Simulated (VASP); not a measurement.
Here is a VASP 6.6.1 calculation.

The input INCAR:

```
SYSTEM = Pd
  ALGO = Normal
  EDIFF = 1E-6
  EDIFFG = -0.01
  ENCUT = 600
  GGA = CA
  IBRION = 2
  ISIF = 3
  ISMEAR = 1
  LASPH = .True.
  LCHARG = .False.
  LREAL = .False.
  LWAVE = .False.
  NELM = 100
  NSW = 80
  PREC = Accurate
  PSTRESS = 200.0
  SIGMA = 0.1
```

KPOINTS

```
k-points
0
Gamma
  16 16 16
  0 0 0
```

The input POSCAR:

```
Pd
1.0
    2.5300000000      0.0000000000      0.0000000000
    0.0000000000      2.5300000000      0.0000000000
    0.0000000000      0.0000000000      2.5300000000
Pd
1
Direct
    0.0000000000      0.0000000000      0.0000000000
```

Potentials or basis: VASP PAW LDA potentials, release 64 (Pd).

Run with:

```sh
$ cat potpaw_LDA.64/Pd/POTCAR > POTCAR
$ mpirun -np 1 vasp_std > vasp.out
```

(1) What does it give for the relaxed volume?

(2) Predict the space group after relaxing (to 0.05 Å).

(3) Predict the band gap on the k mesh.

Answers

(1) 14.88 Å³/atom.

(2) Pm-3m (No. 221).

(3) zero (band 5 reaches 11.45 eV, above the bottom of band 6 at 8.95 eV).

Caveat: the cell is relaxed towards a set pressure, so the enthalpy falls and the energy may rise.
